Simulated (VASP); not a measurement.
# Nb3N (Cmmm) in VASP: a series of runs

Runs on Nb3N. Level: PBE. Tasks: single point, relaxation of cell and atoms.

Program: VASP 6.6.1. These are calculated values, not measurements. Logs are shortened: lines on timing, memory, paths and dates and some standing lists are left out, and cuts for length are marked.

## (1) The cell of the first run

Symmetry: Cmmm, No. 65, orthorhombic system. The conventional cell has a = 5.586 Å, b = 5.978 Å, c = 3.604 Å, α = 90.00°, β = 90.00°, γ = 90.00°. Within 2.3 Å of Nb (site symmetry m2m) lie 1 N at 1.75 Å. Nb (site symmetry mmm) has 2 N at 1.80 Å within 2.4 Å. Within 2.3 Å of N (site symmetry mmm) lie 4 Nb at 1.75 to 1.80 Å.

The cell was generated, and may not be a known phase.

## (2) Single point, PBE

Input file INCAR:

```
  PREC = Accurate
  ENCUT = 520
  EDIFF = 1E-6
  ISMEAR = 0
  SIGMA = 0.1
  LREAL = F
  LASPH = T
  NELM = 60
  ALGO = Normal
  ISIF = 2
  LWAVE = F
  LCHARG = F
  GGA = PE
  NBANDS = 30
```

Input file KPOINTS:

```
Automatic mesh
0
Gamma
  4 4 6
```

Input file POSCAR:

```
Nb3N
1.0
    2.7931698400     -2.9888918800      0.0000000000
    2.7931698400      2.9888918800      0.0000000000
    0.0000000000      0.0000000000      3.6039758000
Nb N
3 1
Direct
    0.7075769200      0.2924230800      0.0000000000
    0.2924230800      0.7075769200      0.0000000000
    0.0000000000      0.0000000000      0.5000000000
    0.0000000000      0.0000000000      0.0000000000
```

Potentials or basis: VASP PAW PBE potentials, release 64 (Nb_sv, N).

Launch:

```console
$ cat potpaw_PBE.64/Nb_sv/POTCAR potpaw_PBE.64/N/POTCAR > POTCAR
$ mpirun -np 1 vasp_std > vasp.out
```

OUTCAR:

```text
PREC = Accurate
   ENCUT = 520
   EDIFF = 1E-6
   ISMEAR = 0
   LREAL = F
   LASPH = T
   NELM = 60
   ISIF = 2
   GGA = PE

 ion  position               nearest neighbor table
   1  0.708  0.292  0.000-   4 1.75   2 2.48   3 2.51   3 2.51   2 2.84   2 2.84
   2  0.292  0.708  0.000-   4 1.75   1 2.48   3 2.51   3 2.51   1 2.84   1 2.84
   3  0.000  0.000  0.500-   4 1.80   4 1.80   1 2.51   1 2.51   2 2.51   2 2.51
   4  0.000  0.000  0.000-   1 1.75   2 1.75   3 1.80   3 1.80

  LATTYP: Found a base centered orthorhombic cell.
 ALAT       =     5.5863396800
 B/A-ratio  =     1.0700716574
 C/A-ratio  =     0.6451408268

  Lattice vectors:

 A1 = (   2.7931698400,  -2.9888918800,   0.0000000000)
 A2 = (   2.7931698400,   2.9888918800,   0.0000000000)
 A3 = (   0.0000000000,   0.0000000000,   3.6039758000)

Analysis of symmetry for initial positions (statically):
=====================================================================
 Subroutine PRICEL returns:
 Original cell was already a primitive cell.

 Routine SETGRP: Setting up the symmetry group for a
 base centered orthorhombic supercell.

 Subroutine GETGRP returns: Found  8 space group operations
 (whereof  8 operations were pure point group operations)
 out of a pool of  8 trial point group operations.

The static configuration has the point symmetry D_2h.

Analysis of symmetry for dynamics (positions and initial velocities):
=====================================================================
 Subroutine PRICEL returns:
 Original cell was already a primitive cell.

 Routine SETGRP: Setting up the symmetry group for a
 base centered orthorhombic supercell.

 Subroutine GETGRP returns: Found  8 space group operations
 (whereof  8 operations were pure point group operations)
 out of a pool of  8 trial point group operations.

The dynamic configuration has the point symmetry D_2h.

 Subroutine INISYM returns: Found  8 space group operations
 (whereof  8 operations are pure point group operations),
 and found     1 'primitive' translations

----------------------------------------------------------------------------------------

                                     Primitive cell

  volume of cell :      60.1755

  direct lattice vectors                    reciprocal lattice vectors
     2.793169840 -2.988891880  0.000000000     0.179008091 -0.167286078  0.000000000
     2.793169840  2.988891880  0.000000000     0.179008091  0.167286078  0.000000000
     0.000000000  0.000000000  3.603975800     0.000000000  0.000000000  0.277471342

  length of vectors
     4.090876731  4.090876731  3.603975800     0.245007201  0.245007201  0.277471342

  position of ions in fractional coordinates (direct lattice)
     0.707576920  0.292423080  0.000000000
     0.292423080  0.707576920  0.000000000
     0.000000000  0.000000000  0.500000000
     0.000000000  0.000000000  0.000000000

  ion indices of the primitive-cell ions
   primitive index   ion index
                 1           1
                 2           2
                 3           3
                 4           4

----------------------------------------------------------------------------------------

 KPOINTS: Automatic mesh

Automatic generation of k-mesh.
 Grid dimensions read from file:
 generate k-points for:    4    4    6

 Generating k-lattice:

  Cartesian coordinates                     Fractional coordinates (reciprocal lattice)
     0.044752023 -0.041821519  0.000000000     0.250000000  0.000000000  0.000000000
     0.044752023  0.041821519  0.000000000     0.000000000  0.250000000  0.000000000
     0.000000000  0.000000000  0.046245224     0.000000000  0.000000000  0.166666667

  Length of vectors
     0.061251800  0.061251800  0.046245224

  Shift w.r.t. Gamma in fractional coordinates (k-lattice)
     0.000000000  0.000000000  0.000000000

 Subroutine IBZKPT returns following result:
 ===========================================

 Found     28 irreducible k-points:

 Following reciprocal coordinates:
            Coordinates               Weight
  0.000000  0.000000  0.000000      1.000000
  0.250000  0.000000  0.000000      4.000000
  0.500000  0.000000  0.000000      2.000000
  0.250000  0.250000  0.000000      2.000000
  0.500000  0.250000  0.000000      4.000000
 -0.250000  0.250000  0.000000      2.000000
[... 16 lines left out ...]
  0.250000  0.000000  0.500000      4.000000
  0.500000  0.000000  0.500000      2.000000
 [... further k-points ...]
   k-points           NKPTS =     28   k-points in BZ     NKDIM =     28   number of bands    NBANDS=     30
   number of dos      NEDOS =    301   number of ions     NIONS =      4
   total plane-waves  NPLWV =  25200
   dimension x,y,z NGX =    30 NGY =   30 NGZ =   28
   dimension x,y,z NGXF=    60 NGYF=   60 NGZF=   56
   ions per type =               3   1
   NGX,Y,Z   is equivalent  to a cutoff of  12.19, 12.19, 12.92 a.u.
   NGXF,Y,Z  is equivalent  to a cutoff of  24.38, 24.38, 25.83 a.u.
 SYSTEM =  unknown system
   PREC   = accura    normal or accurate (medium, high low for compatibility)
   ISTART =      0    job   : 0-new  1-cont  2-samecut
   ICHARG =      2    charge: 1-file 2-atom 10-const
   ISPIN  =      1    spin polarized calculation?
   LNONCOLLINEAR =      F non collinear calculations
   LSORBIT =      F    spin-orbit coupling
   LASPH  =      T    aspherical Exc in radial PAW
   ENCUT  =  520.0 eV  38.22 Ry    6.18 a.u.   7.61  7.61  6.70*2*pi/ulx,y,z
   NELM   =     60;   NELMIN=  2; NELMDL= -5     # of ELM steps
   EDIFF  = 0.1E-05   stopping-criterion for ELM
   LREAL  =      F    real-space projection
   EDIFFG = 0.1E-04   stopping-criterion for IOM
   NSW    =      0    number of steps for IOM
   IBRION =     -1    ionic relax: 0-MD 1-quasi-New 2-CG
   NFREE  =      0    steps in history (QN), initial steepest desc. (CG)
   ISIF   =      2    stress and relaxation
   ISYM   =      2    0-nonsym 1-usesym 2-fastsym
   POTIM  = 0.5000    time-step for ionic-motion
   TEBEG  =    0.0;   TEEND  =   0.0 temperature during run
   PSTRESS=    0.0 pullay stress
   NELECT =      44.0000    total number of electrons
   NUPDOWN=      -1.0000    fix difference up-down
   EMIN   =  10.00;   EMAX   =-10.00  energy-range for DOS
   EFERMI =   0.00;   METHOD = LEGACY
   ISMEAR =     0;   SIGMA  =   0.10  broadening in eV -4-tet -1-fermi 0-gaus
   EFERMI_NEDOS =   21; number of points for ismear=-14 and -15
   IALGO  =     38    algorithm
   IMIX   =      4    mixing-type and parameters
     AMIX     =   0.40;   BMIX     =  1.00
     AMIX_MAG =   1.60;   BMIX_MAG =  1.00
  volume/ion in A,a.u.               =      15.04       101.52
  Fermi-wavevector in a.u.,A,eV,Ry     =   1.474866  2.787093 29.595800  2.175230
  Thomas-Fermi vector in A             =   2.589585
   LORBIT       =      0    0 simple, 1 ext, 2 COOP (PROOUT), +10 PAW based schemes
   GGA     = PE    functional components
   LHFCALC =     F    Hartree Fock is set to
   AEXX    =    0.0000 exact exchange contribution
   IVDW    =     0    specifies the selected vdW correction
   LEPSILON=     F    determine dielectric tensor
   LRPA    =     F    only Hartree local field effects (RPA)
 non-spin polarized calculation
 Gauss-broadening in eV      SIGMA  =   0.10
  energy-cutoff  :      520.00
  volume of cell :       60.18
 maximum number of plane-waves:      1637
   NGX = 15   NGY = 15   NGZ = 13

 number of electron      44.0000004 magnetization

 Free energy of the ion-electron system (eV)
  ---------------------------------------------------
  ext. energy  EPLUGINS =         0.00000000
  ---------------------------------------------------
  free energy    TOTEN  =       -31.81415770 eV

  energy without entropy =      -31.79399920  energy(sigma->0) =      -31.80407845

 E-fermi :  11.2722     XC(G=0): -12.2308

 val. band max:       11.2629853912   @ k =   0.5000   0.5000   0.1667
 cond. band min:      11.3090963594   @ k =   0.2500   0.0000   0.5000
 fundamental gap:      0.0461109681
 Fermi energy:        11.2721605684

 k-point     1 :       0.0000    0.0000    0.0000
  band No.  band energies     occupation
      1     -43.8727      2.00000
      2     -43.3356      2.00000
      3     -43.0346      2.00000
      4     -21.3728      2.00000
      5     -21.1258      2.00000
      6     -20.4860      2.00000
[... 22 lines left out ...]
     29      14.9286      0.00000
     30      17.3519      0.00000

 k-point     2 :       0.2500    0.0000    0.0000
  band No.  band energies     occupation
      1     -43.8106      2.00000
      2     -43.4467      2.00000
      3     -42.9854      2.00000
      4     -21.4398      2.00000
      5     -21.0894      2.00000
      6     -20.3458      2.00000
[... 22 lines left out ...]
     29      15.3472      0.00000
     30      16.3377      0.00000

 k-point     3 :       0.5000    0.0000    0.0000
  band No.  band energies     occupation
      1     -43.6665      2.00000
      2     -43.6257      2.00000
      3     -42.9503      2.00000
      4     -21.4958      2.00000
      5     -21.0502      2.00000
      6     -20.1978      2.00000
[... 22 lines left out ...]
     29      15.3759      0.00000
     30      15.7566      0.00000

 k-point     4 :       0.2500    0.2500    0.0000
  band No.  band energies     occupation
      1     -43.8196      2.00000
      2     -43.3938      2.00000
      3     -43.0297      2.00000
      4     -21.4423      2.00000
      5     -21.0851      2.00000
      6     -20.4619      2.00000
[... 616 lines left out ...]
     29      15.5274      0.00000
     30      16.3617      0.00000

 k-point    23 :       0.2500    0.0000    0.5000
  band No.  band energies     occupation
      1     -43.6572      2.00000
      2     -43.3590      2.00000
      3     -43.2147      2.00000
      4     -22.3627      2.00000
      5     -20.6566      2.00000
      6     -20.4265      2.00000
[... 22 lines left out ...]
     29      15.4368      0.00000
     30      15.9032      0.00000

 k-point    24 :       0.5000    0.0000    0.5000
  band No.  band energies     occupation
      1     -43.6165      2.00000
      2     -43.3999      2.00000
      3     -43.2141      2.00000
      4     -22.0691      2.00000
      5     -21.2286      2.00000
      6     -20.4999      2.00000
[... 22 lines left out ...]
     29      15.6229      0.00000
     30      15.9642      0.00000

 [... further k-points ...]

------------------------ aborting loop because EDIFF is reached ----------------------------------------

  FORCE on cell =-STRESS in cart. coord.  units (eV):
  Direction    XX          YY          ZZ          XY          YZ          ZX
  --------------------------------------------------------------------------------------
  -------------------------------------------------------------------------------------
  Total       -2.2700731     41.3896895     40.8232484     -0.0000000      0.0000000      0.0000000
  in kB      -60.4409121   1102.0044283   1086.9228800     -0.0000000      0.0000000      0.0000000
  external PRESSURE =     709.4954654 kB  Pullay stress =       0.0000000 kB

 VOLUME and BASIS-vectors are now :
 -----------------------------------------------------------------------------
  energy-cutoff  :      520.00
  volume of cell :       60.18
      direct lattice vectors                 reciprocal lattice vectors
     2.793169840 -2.988891880  0.000000000     0.179008091 -0.167286078  0.000000000
     2.793169840  2.988891880  0.000000000     0.179008091  0.167286078  0.000000000
     0.000000000  0.000000000  3.603975800     0.000000000  0.000000000  0.277471342

 POSITION                                       TOTAL-FORCE (eV/Angst)
 -----------------------------------------------------------------------------------
      2.79317     -1.24085      0.00000        -0.000000      9.107869      0.000000
      2.79317      1.24085      0.00000        -0.000000     -9.107869      0.000000
      0.00000      0.00000      1.80199         0.000000      0.000000      0.000000
      0.00000      0.00000      0.00000        -0.000000     -0.000000      0.000000
 -----------------------------------------------------------------------------------
    total drift:                               -0.000000     -0.000000     -0.000000

  FREE ENERGIE OF THE ION-ELECTRON SYSTEM (eV)
  ---------------------------------------------------
  free  energy   TOTEN  =       -31.8141577043 eV

  energy  without entropy=      -31.7939992019  energy(sigma->0) =      -31.80407845
```

Wall time 77 s (1 thread of Intel Xeon 8259CL, shared host); peak memory 0.18 GiB.

Results:

```
Free energy            : -31.8142 eV
Pressure               : 70.9 GPa
Largest force          : 9.108 eV/Å
Band gap on the k mesh : zero (bands 22 and 23 overlap by 2.04 eV)
```

Forces on the atoms (eV/Å):
```
Nb   0.000  9.108  0.000
Nb   0.000 -9.108  0.000
Nb   0.000  0.000  0.000
N    0.000  0.000  0.000
```

Stress tensor (GPa, compression positive):
```
 -6.04   0.00   0.00
  0.00 110.20   0.00
  0.00   0.00 108.69
```

Levels at points of the mesh, in eV from the Fermi level:
| k point | band 19 | band 20 | band 21 | band 22 | band 23 | band 24 | band 25 | band 26 |
| --- | --- | --- | --- | --- | --- | --- | --- | --- |
| (0.00, 0.00, 0.00) | -2.77 | -1.67 | -0.16 | -0.12 | 0.08 | 0.62 | 1.33 | 1.75 |
| (0.50, 0.00, 0.00) | -2.57 | -2.36 | -1.69 | -1.35 | 0.45 | 0.51 | 2.47 | 3.17 |
| (0.50, 0.50, 0.00) | -2.69 | -2.38 | -0.79 | -0.76 | -0.57 | -0.14 | 1.48 | 1.49 |
| (0.00, 0.00, 0.50) | -2.59 | -1.55 | 0.54 | 1.47 | 1.57 | 1.59 | 1.61 | 2.09 |
| (0.50, 0.00, 0.50) | -1.66 | -0.84 | -0.27 | -0.24 | 0.10 | 0.85 | 1.28 | 3.26 |
| (0.50, 0.50, 0.50) | -1.84 | -0.34 | 0.09 | 0.38 | 0.56 | 0.64 | 0.67 | 1.30 |

Caveat: the k points lie up to 0.38 Å⁻¹ apart, too coarse for converged energies and pressures of a metal; forces of over 1 eV/Å act on the atoms, so gaps and moduli don't describe the material at rest.

## (3) Single point, PBE

This run uses another cell than the first one, of 17.19 Å³/atom.

Input file INCAR:

```
SYSTEM = Nb3N
PREC = Accurate
ENCUT = 520
EDIFF = 1E-7
ISMEAR = 0
SIGMA = 0.1
LREAL = .False.
LASPH = .True.
NELM = 80
ALGO = Normal
ISIF = 2
LWAVE = .False.
LCHARG = .True.
GGA = PE
LELF = .True.
LVHAR = .True.
NBANDS = 30
```

Input file KPOINTS:

```
Automatic mesh
0
Gamma
  4 4 6
  0 0 0
```

Input file POSCAR:

```
Nb3N
1.0
    2.3643350378     -3.6422153522      0.0000000000
    2.3643350378      3.6422153522      0.0000000000
    0.0000000000      0.0000000000      3.9928478704
Nb N
3 1
Direct
    0.6917314046      0.3082685954      0.0000000000
    0.3082685954      0.6917314046      0.0000000000
    0.0000000000      0.0000000000      0.5000000000
    0.0000000000      0.0000000000      0.0000000000
```

Potentials or basis: VASP PAW PBE potentials, release 64 (Nb_sv, N).

Launch:

```console
$ cat potpaw_PBE.64/Nb_sv/POTCAR potpaw_PBE.64/N/POTCAR > POTCAR
$ mpirun -np 1 vasp_std > vasp.out
```

It took 1.7 min on 1 thread of Intel Xeon 8259CL, shared host; peak memory 0.2 GiB.

Results (log left out):

* Free energy: -37.2384 eV
* Pressure: -0.2 GPa
* Largest force: 0.024 eV/Å
* Band gap on the k mesh: zero (bands 22 and 23 overlap by 1.16 eV)

Forces in eV/Å, atoms in the order of the input:
```
Nb   0.000 -0.024  0.000
Nb   0.000  0.024  0.000
Nb   0.000  0.000  0.000
N    0.000  0.000  0.000
```

Stress tensor (GPa, compression positive):
```
-0.11  0.00  0.00
 0.00 -0.23  0.00
 0.00  0.00 -0.35
```

Levels at points of the mesh, in eV from the Fermi level:
| k point | band 19 | band 20 | band 21 | band 22 | band 23 | band 24 | band 25 | band 26 |
| --- | --- | --- | --- | --- | --- | --- | --- | --- |
| (0.00, 0.00, 0.00) | -1.53 | -1.31 | -0.80 | -0.72 | -0.15 | 0.23 | 0.90 | 1.12 |
| (0.50, 0.00, 0.00) | -2.12 | -1.80 | -0.88 | -0.04 | 0.16 | 0.48 | 1.65 | 2.14 |
| (0.50, 0.50, 0.00) | -2.12 | -1.37 | -1.01 | -0.57 | -0.50 | 0.49 | 0.62 | 0.74 |
| (0.00, 0.00, 0.50) | -1.95 | -1.59 | 0.08 | 0.65 | 1.18 | 1.90 | 2.22 | 2.43 |
| (0.50, 0.00, 0.50) | -1.73 | -1.22 | -0.29 | 0.02 | 0.40 | 0.69 | 2.29 | 2.88 |
| (0.50, 0.50, 0.50) | -1.07 | -0.91 | -0.45 | -0.14 | 0.50 | 0.62 | 0.69 | 0.88 |

Caveat: the k points lie up to 0.40 Å⁻¹ apart, too coarse for converged energies and pressures of a metal.

## (4) Single point, PBE, collinear spin, zero start

Input file INCAR:

```
SYSTEM = Nb3N
PREC = Accurate
ENCUT = 520
EDIFF = 1E-7
ISMEAR = 0
SIGMA = 0.1
LREAL = .False.
LASPH = .True.
NELM = 150
ALGO = Normal
ISIF = 2
LWAVE = .False.
LCHARG = .False.
ISPIN = 2
MAGMOM = 0 0 0 0
LORBIT = 11
LMAXMIX = 4
GGA = PE
NBANDS = 34
```

Input file KPOINTS:

```
regular mesh
0
Gamma
  4 4 6
  0 0 0
```

Input file POSCAR:

```
Nb3N
1.0
    2.7931698400     -2.9888918800      0.0000000000
    2.7931698400      2.9888918800      0.0000000000
    0.0000000000      0.0000000000      3.6039758000
Nb N
3 1
Direct
    0.7075769200      0.2924230800      0.0000000000
    0.2924230800      0.7075769200      0.0000000000
    0.0000000000      0.0000000000      0.5000000000
    0.0000000000      0.0000000000      0.0000000000
```

Launch:

```console
$ cat potpaw_PBE.64/Nb_sv/POTCAR potpaw_PBE.64/N/POTCAR > POTCAR
$ mpirun -np 1 vasp_std > vasp.out
```

Wall time 6.4 min (1 thread of Intel Xeon 8259CL, shared host); peak memory 0.23 GiB.

The run converged. Its results:

| Item | Value |
| --- | --- |
| Free energy | -31.8142 eV |
| Pressure | 71.0 GPa |
| Largest force | 9.108 eV/Å |
| Band gap on the k mesh | zero (filled and empty bands overlap) |
| Net moment | 0.00 μB per cell |
| Valence electrons inside the program's atomic spheres | Nb 11.23, 11.36 (each value once); N 4.12 |

Forces in eV/Å, atoms in the order of the input:
```
Nb   0.000  9.108  0.000
Nb   0.000 -9.108  0.000
Nb   0.000  0.000  0.000
N    0.000  0.000  0.000
```

Stress tensor (GPa, compression positive):
```
 -6.04   0.00   0.00
  0.00 110.22   0.00
  0.00   0.00 108.71
```

Levels at points of the mesh, in eV from the Fermi level:
Spin up:
| k point | band 19 | band 20 | band 21 | band 22 | band 23 | band 24 | band 25 | band 26 |
| --- | --- | --- | --- | --- | --- | --- | --- | --- |
| (0.00, 0.00, 0.00) | -2.77 | -1.67 | -0.16 | -0.12 | 0.08 | 0.62 | 1.33 | 1.76 |
| (0.50, 0.00, 0.00) | -2.57 | -2.36 | -1.69 | -1.35 | 0.45 | 0.51 | 2.47 | 3.17 |
| (0.50, 0.50, 0.00) | -2.69 | -2.38 | -0.79 | -0.76 | -0.57 | -0.14 | 1.48 | 1.49 |
| (0.00, 0.00, 0.50) | -2.59 | -1.55 | 0.54 | 1.47 | 1.57 | 1.59 | 1.61 | 2.09 |
| (0.50, 0.00, 0.50) | -1.66 | -0.84 | -0.27 | -0.24 | 0.10 | 0.85 | 1.28 | 3.26 |
| (0.50, 0.50, 0.50) | -1.84 | -0.34 | 0.09 | 0.38 | 0.56 | 0.64 | 0.67 | 1.30 |
Spin down:
```csv
k point,band 19,band 20,band 21,band 22,band 23,band 24,band 25,band 26
"(0.00, 0.00, 0.00)",-2.77,-1.67,-0.16,-0.12,0.08,0.62,1.33,1.76
"(0.50, 0.00, 0.00)",-2.57,-2.36,-1.69,-1.35,0.45,0.51,2.47,3.17
"(0.50, 0.50, 0.00)",-2.69,-2.38,-0.79,-0.76,-0.57,-0.14,1.48,1.49
"(0.00, 0.00, 0.50)",-2.59,-1.55,0.54,1.47,1.57,1.59,1.61,2.09
"(0.50, 0.00, 0.50)",-1.66,-0.84,-0.27,-0.24,0.10,0.85,1.28,3.26
"(0.50, 0.50, 0.50)",-1.84,-0.34,0.09,0.38,0.56,0.64,0.67,1.30
```

Caveat: the k points lie up to 0.38 Å⁻¹ apart, too coarse for converged energies and pressures of a metal; forces of over 1 eV/Å act on the atoms, so gaps and moduli don't describe the material at rest.

(Continued in part 2 of 2.)

The gap in the log of VASP goes by the Fermi energy; the results here count the filled bands.